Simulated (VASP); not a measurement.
# NaMo6 (Pm-3m) in VASP: notebook

Runs on NaMo6. Level: PBE. Tasks: single point, relaxation of cell and atoms.

Program: VASP 6.6.1. These are calculated values, not measurements. Logs are shortened: lines on timing, memory, paths and dates and some standing lists are left out, and cuts for length are marked.

### 1 The cell of the first run

Symmetry: Pm-3m, No. 221, cubic system. Conventional cell: a = 6.088 Å, b = 6.088 Å, c = 6.088 Å, α = 90.00°, β = 90.00°, γ = 90.00°. Na (site symmetry m-3m) has 24 Mo at 4.48 Å within 5.9 Å. Mo (site symmetry 4mm) has 5 Mo at 2.46 to 2.56 Å within 3.2 Å.

### 2 Single point, PBE

Contents of INCAR:

```
SYSTEM = NaMo6
PREC = Accurate ; ENCUT = 520
EDIFF = 1E-7 ; ISMEAR = 0
SIGMA = 0.1 ; LREAL = .FALSE.
LASPH = .TRUE. ; NELM = 100
ALGO = Normal ; ISIF = 2
LWAVE = .FALSE. ; LCHARG = .FALSE.
GGA = PE ; NBANDS = 54
```

Contents of KPOINTS:

```
Automatic mesh
0
G
  6 6 6
  0 0 0
```

Contents of POSCAR:

```
NaMo6
1.0
    6.0883031364      0.0000000000      0.0000000000
    0.0000000000      6.0883031364      0.0000000000
    0.0000000000      0.0000000000      6.0883031364
Na Mo
1 6
Direct
    0.0000000000      0.0000000000      0.0000000000
    0.2021416667      0.5000000000      0.5000000000
    0.5000000000      0.7978583333      0.5000000000
    0.5000000000      0.2021416667      0.5000000000
    0.7978583333      0.5000000000      0.5000000000
    0.5000000000      0.5000000000      0.2021416667
    0.5000000000      0.5000000000      0.7978583333
```

Potentials or basis: VASP PAW PBE potentials, release 64 (Na_pv, Mo_sv).

On the command line:

```
cat potpaw_PBE.64/Na_pv/POTCAR potpaw_PBE.64/Mo_sv/POTCAR > POTCAR
mpirun -np 1 vasp_std > vasp.out
```

OUTCAR:

```text
SYSTEM = NaMo6
   PREC = Accurate
   ENCUT = 520
   EDIFF = 1E-7
   ISMEAR = 0
   LREAL = .FALSE.
   LASPH = .TRUE.
   NELM = 100
   ISIF = 2
   GGA = PE

 ion  position               nearest neighbor table
   1  0.000  0.000  0.000-
   2  0.202  0.500  0.500-   5 2.46   4 2.56   3 2.56   6 2.56   7 2.56
   3  0.500  0.798  0.500-   4 2.46   2 2.56   5 2.56   6 2.56   7 2.56
   4  0.500  0.202  0.500-   3 2.46   2 2.56   5 2.56   6 2.56   7 2.56
   5  0.798  0.500  0.500-   2 2.46   3 2.56   4 2.56   6 2.56   7 2.56
   6  0.500  0.500  0.202-   7 2.46   3 2.56   4 2.56   5 2.56   2 2.56
   7  0.500  0.500  0.798-   6 2.46   3 2.56   4 2.56   5 2.56   2 2.56

  LATTYP: Found a simple cubic cell.
 ALAT       =     6.0883031364

  Lattice vectors:

 A1 = (   6.0883031364,   0.0000000000,   0.0000000000)
 A2 = (   0.0000000000,   6.0883031364,   0.0000000000)
 A3 = (   0.0000000000,   0.0000000000,   6.0883031364)

Analysis of symmetry for initial positions (statically):
=====================================================================
 Subroutine PRICEL returns:
 Original cell was already a primitive cell.

 Routine SETGRP: Setting up the symmetry group for a
 simple cubic supercell.

 Subroutine GETGRP returns: Found 48 space group operations
 (whereof 48 operations were pure point group operations)
 out of a pool of 48 trial point group operations.

The static configuration has the point symmetry O_h .

Analysis of symmetry for dynamics (positions and initial velocities):
=====================================================================
 Subroutine PRICEL returns:
 Original cell was already a primitive cell.

 Routine SETGRP: Setting up the symmetry group for a
 simple cubic supercell.

 Subroutine GETGRP returns: Found 48 space group operations
 (whereof 48 operations were pure point group operations)
 out of a pool of 48 trial point group operations.

The dynamic configuration has the point symmetry O_h .

 Subroutine INISYM returns: Found 48 space group operations
 (whereof 48 operations are pure point group operations),
 and found     1 'primitive' translations

----------------------------------------------------------------------------------------

                                     Primitive cell

[... 95 lines left out ...]
   EDIFF  = 0.1E-06   stopping-criterion for ELM
   LREAL  =      F    real-space projection
   EDIFFG = 0.1E-05   stopping-criterion for IOM
   NSW    =      0    number of steps for IOM
   IBRION =     -1    ionic relax: 0-MD 1-quasi-New 2-CG
   NFREE  =      0    steps in history (QN), initial steepest desc. (CG)
   ISIF   =      2    stress and relaxation
   ISYM   =      2    0-nonsym 1-usesym 2-fastsym
   POTIM  = 0.5000    time-step for ionic-motion
   TEBEG  =    0.0;   TEEND  =   0.0 temperature during run
   PSTRESS=    0.0 pullay stress
   NELECT =      91.0000    total number of electrons
   NUPDOWN=      -1.0000    fix difference up-down
   EMIN   =  10.00;   EMAX   =-10.00  energy-range for DOS
   EFERMI =   0.00;   METHOD = LEGACY
   ISMEAR =     0;   SIGMA  =   0.10  broadening in eV -4-tet -1-fermi 0-gaus
   EFERMI_NEDOS =   21; number of points for ismear=-14 and -15
   IALGO  =     38    algorithm
   IMIX   =      4    mixing-type and parameters
     AMIX     =   0.40;   BMIX     =  1.00
     AMIX_MAG =   1.60;   BMIX_MAG =  1.00
  volume/ion in A,a.u.               =      32.24       217.56
  Fermi-wavevector in a.u.,A,eV,Ry     =   1.209462  2.285552 19.902592  1.462799
  Thomas-Fermi vector in A             =   2.345039
   LORBIT       =      0    0 simple, 1 ext, 2 COOP (PROOUT), +10 PAW based schemes
   GGA     = PE    functional components
   LHFCALC =     F    Hartree Fock is set to
   AEXX    =    0.0000 exact exchange contribution
   IVDW    =     0    specifies the selected vdW correction
   LEPSILON=     F    determine dielectric tensor
   LRPA    =     F    only Hartree local field effects (RPA)
 non-spin polarized calculation
 Gauss-broadening in eV      SIGMA  =   0.10
  energy-cutoff  :      520.00
  volume of cell :      225.68
 maximum number of plane-waves:      6112
 NGX is ok and might be reduce to    48
   NGX = 23   NGY = 23   NGZ = 23

 number of electron      90.9999994 magnetization

 Free energy of the ion-electron system (eV)
  ---------------------------------------------------
  ext. energy  EPLUGINS =         0.00000000
  ---------------------------------------------------
  free energy    TOTEN  =       -52.55415061 eV

  energy without entropy =      -52.50547243  energy(sigma->0) =      -52.52981152

 E-fermi :   3.1370     XC(G=0):  -8.5368

 val. band max:        3.1199424522   @ k =   0.1667   0.1667   0.0000
 cond. band min:       3.1403165921   @ k =   0.3333   0.1667   0.1667
 fundamental gap:      0.0203741399
 Fermi energy:         3.1370152871

 k-point     1 :       0.0000    0.0000    0.0000
  band No.  band energies     occupation
      1     -57.3405      2.00000
      2     -57.0076      2.00000
      3     -57.0076      2.00000
      4     -56.9441      2.00000
      5     -56.9441      2.00000
      6     -56.9441      2.00000
[... 1129 lines left out ...]
     53       4.8287      0.00000
     54       4.8287      0.00000

------------------------ aborting loop because EDIFF is reached ----------------------------------------

  FORCE on cell =-STRESS in cart. coord.  units (eV):
  Direction    XX          YY          ZZ          XY          YZ          ZX
  --------------------------------------------------------------------------------------
  -------------------------------------------------------------------------------------
  Total        0.2813539      0.2813539      0.2813539      0.0000000      0.0000000      0.0000000
  in kB        1.9974443      1.9974443      1.9974443      0.0000000      0.0000000      0.0000000
  external PRESSURE =       1.9974443 kB  Pullay stress =       0.0000000 kB

 VOLUME and BASIS-vectors are now :
 -----------------------------------------------------------------------------
  energy-cutoff  :      520.00
  volume of cell :      225.68
      direct lattice vectors                 reciprocal lattice vectors
     6.088303136  0.000000000  0.000000000     0.164249377  0.000000000  0.000000000
     0.000000000  6.088303136  0.000000000     0.000000000  0.164249377  0.000000000
     0.000000000  0.000000000  6.088303136     0.000000000  0.000000000  0.164249377

 POSITION                                       TOTAL-FORCE (eV/Angst)
 -----------------------------------------------------------------------------------
      0.00000      0.00000      0.00000        -0.000000      0.000000      0.000000
      1.23070      3.04415      3.04415        -0.011827      0.000000      0.000000
      3.04415      4.85760      3.04415        -0.000000      0.011827      0.000000
      3.04415      1.23070      3.04415         0.000000     -0.011827      0.000000
      4.85760      3.04415      3.04415         0.011827     -0.000000      0.000000
      3.04415      3.04415      1.23070         0.000000      0.000000     -0.011827
      3.04415      3.04415      4.85760        -0.000000     -0.000000      0.011827
 -----------------------------------------------------------------------------------
    total drift:                                0.000000     -0.000000     -0.000000

  FREE ENERGIE OF THE ION-ELECTRON SYSTEM (eV)
  ---------------------------------------------------
  free  energy   TOTEN  =       -52.5541506080 eV

  energy  without entropy=      -52.5054724299  energy(sigma->0) =      -52.52981152
```

OSZICAR:

```text
N       E                     dE             d eps       ncg     rms          rms(c)
DAV:   1     0.115555315055E+04    0.11556E+04   -0.54279E+04  2560   0.163E+03
DAV:   2     0.109498857248E+02   -0.11446E+04   -0.11224E+04  2320   0.509E+02
DAV:   3    -0.523428636293E+02   -0.63293E+02   -0.59573E+02  2878   0.116E+02
DAV:   4    -0.558267844491E+02   -0.34839E+01   -0.32566E+01  2728   0.203E+01
DAV:   5    -0.560057172876E+02   -0.17893E+00   -0.17666E+00  2888   0.422E+00    0.256E+01
DAV:   6    -0.529129968111E+02    0.30927E+01   -0.10855E+01  2372   0.146E+01    0.102E+01
DAV:   7    -0.525926109498E+02    0.32039E+00   -0.14758E+00  2712   0.628E+00    0.221E+00
DAV:   8    -0.525606723256E+02    0.31939E-01   -0.93447E-02  2732   0.142E+00    0.876E-01
DAV:   9    -0.525542948738E+02    0.63775E-02   -0.22154E-02  2640   0.603E-01    0.408E-01
DAV:  10    -0.525542091528E+02    0.85721E-04   -0.18734E-03  2690   0.213E-01    0.835E-02
DAV:  11    -0.525541591854E+02    0.49967E-04   -0.48190E-04  2456   0.100E-01    0.247E-02
DAV:  12    -0.525541524679E+02    0.67175E-05   -0.77504E-05  2826   0.276E-02    0.140E-02
DAV:  13    -0.525541498926E+02    0.25754E-05   -0.10758E-05  2488   0.185E-02    0.702E-03
DAV:  14    -0.525541506404E+02   -0.74778E-06   -0.15244E-06  2658   0.551E-03    0.192E-03
DAV:  15    -0.525541506080E+02    0.32373E-07   -0.30708E-07  2008   0.229E-03
   1 F= -.52554151E+02 E0= -.52529812E+02  d E =-.486782E-01
```

stdout:

```text
POSCAR found type information on POSCAR NaMo
 POSCAR found :  2 types and       7 ions
 scaLAPACK will be used
 LDA part: xc-table for (Slater+PW92), standard interpolation
 POSCAR, INCAR and KPOINTS ok, starting setup
 FFT: planning ... GRIDC
 FFT: planning ... GRID_SOFT
 FFT: planning ... GRID
 WAVECAR not read
 entering main loop
```

Run time: 2.8 min. Hardware: 1 thread of Intel Xeon 6975P-C (Granite Rapids), shared host; peak memory 0.41 GiB.

What came out:

- Free energy: -52.5542 eV
- Pressure: 0.2 GPa
- Largest force: 0.012 eV/Å

Forces on the atoms (eV/Å):
```
Na   0.000  0.000  0.000
Mo  -0.012  0.000  0.000
Mo   0.000  0.012  0.000
Mo   0.000 -0.012  0.000
Mo   0.012  0.000  0.000
Mo   0.000  0.000 -0.012
Mo   0.000  0.000  0.012
```

Levels at points of the mesh, in eV from the Fermi level:
```tsv
k point	band 42	band 43	band 44	band 45	band 46	band 47	band 48	band 49	band 50	band 51
(0.00, 0.00, 0.00)	-0.14	-0.14	0.22	0.22	0.22	0.85	0.85	0.85	0.92	0.92
(0.50, 0.00, 0.00)	-0.19	-0.19	-0.17	-0.17	-0.13	0.02	0.50	0.50	1.54	1.97
(0.50, 0.50, 0.00)	-0.78	-0.78	-0.26	-0.26	0.03	0.42	0.42	0.71	1.19	1.68
(0.50, 0.50, 0.50)	-0.50	-0.50	-0.50	-0.04	-0.04	-0.04	0.72	0.72	0.72	1.66
```

### 3 Relaxation of cell and atoms, PBE

This run uses another cell than the first one, of 30.62 Å³/atom, 0.950 times its volume.

Contents of INCAR:

```
SYSTEM = NaMo6
  PREC = Accurate
  ENCUT = 600
  EDIFF = 1E-7
  ISMEAR = 0
  SIGMA = 0.1
  LREAL = .FALSE.
  LASPH = .TRUE.
  NELM = 100
  ALGO = Normal
  ISIF = 3
  LWAVE = .FALSE.
  LCHARG = .FALSE.
  GGA = PE
  IBRION = 2
  NSW = 100
  EDIFFG = -0.01
```

KPOINTS is that of step 2.

Contents of POSCAR:

```
NaMo6
1.0
    5.9848416432      0.0000000000      0.0000000000
    0.0000000000      5.9848416432      0.0000000000
    0.0000000000      0.0000000000      5.9848416432
Na Mo
1 6
Direct
    0.0000000000      0.0000000000      0.0000000000
    0.1833488423      0.5000000000      0.5000000000
    0.5000000000      0.8166511577      0.5000000000
    0.5000000000      0.1833488423      0.5000000000
    0.8166511577      0.5000000000      0.5000000000
    0.5000000000      0.5000000000      0.1833488423
    0.5000000000      0.5000000000      0.8166511577
```

Potentials or basis: VASP PAW PBE potentials, release 64 (Na_pv, Mo_sv).

On the command line:

```
cat potpaw_PBE.64/Na_pv/POTCAR potpaw_PBE.64/Mo_sv/POTCAR > POTCAR
mpirun -np 1 vasp_std > vasp.out
```

Run time: 21 min. Hardware: 1 thread of Intel Xeon 6975P-C (Granite Rapids), shared host; peak memory 0.48 GiB.

The run converged. Its results:

| Quantity | Value |
| --- | --- |
| Free energy | -52.5482 eV |
| Relaxed volume | 32.34 Å³/atom |
| Relaxed cell | a = 6.095 Å, b = 6.095 Å, c = 6.095 Å, α = 90.00°, β = 90.00°, γ = 90.00° |
| Space group after relaxing (to 0.05 Å) | Pm-3m (No. 221) |
| Energy gained by relaxing | 49.9 meV/atom |
| Ionic steps | 14 |
| Pressure after relaxing | 0.0 GPa |

The path:
```
step  energy change (eV)  largest force (eV/Å)  pressure (GPa)  volume (Å³)
   1              0.0000                0.3708            0.10       214.37
   2             -0.0392                0.4016            0.07       214.94
   3             -0.2515                0.5138            1.07       216.65
   4              0.3150                2.9757            7.26       220.11
   5             -0.2933                0.1279            1.73       217.23
   6             -0.2976                0.0933            2.09       217.51
   7             -0.3089                0.1973            1.97       218.82
   8             -0.3175                0.3951            1.81       221.31
   9             -0.3348                0.2538            1.21       222.85
  10             -0.3489                0.0133            0.05       225.95
  11             -0.3489                0.0213            0.02       226.05
  12             -0.3489                0.0191            0.02       226.09
  13             -0.3490                0.0125            0.01       226.20
  14             -0.3490                0.0005            0.00       226.41
```

Final structure:
```xyz
7
Lattice="6.0949 0.0000 0.0000 0.0000 6.0949 0.0000 0.0000 0.0000 6.0949" Properties=species:S:1:pos:R:3 pbc="T T T"
Na    6.0949    0.0000    0.0000
Mo    1.2331    3.0474    3.0474
Mo    3.0474    4.8618    3.0474
Mo    3.0474    1.2331    3.0474
Mo    4.8618    3.0474    3.0474
Mo    3.0474    3.0474    1.2331
Mo    3.0474    3.0474    4.8618
```

Levels at points of the mesh, in eV from the Fermi level:
```
           k point  band 43  band 44  band 45  band 46  band 47  band 48  band 49  band 50
(0.00, 0.00, 0.00)    -0.14     0.21     0.21     0.21     0.85     0.85     0.85     0.92
(0.50, 0.00, 0.00)    -0.18    -0.17    -0.17    -0.14     0.02     0.49     0.49     1.53
(0.50, 0.50, 0.00)    -0.77    -0.26    -0.26     0.03     0.42     0.42     0.72     1.18
(0.50, 0.50, 0.50)    -0.50    -0.50    -0.04    -0.04    -0.04     0.73     0.73     0.73
```

(Part 1 of 2 ends here.)
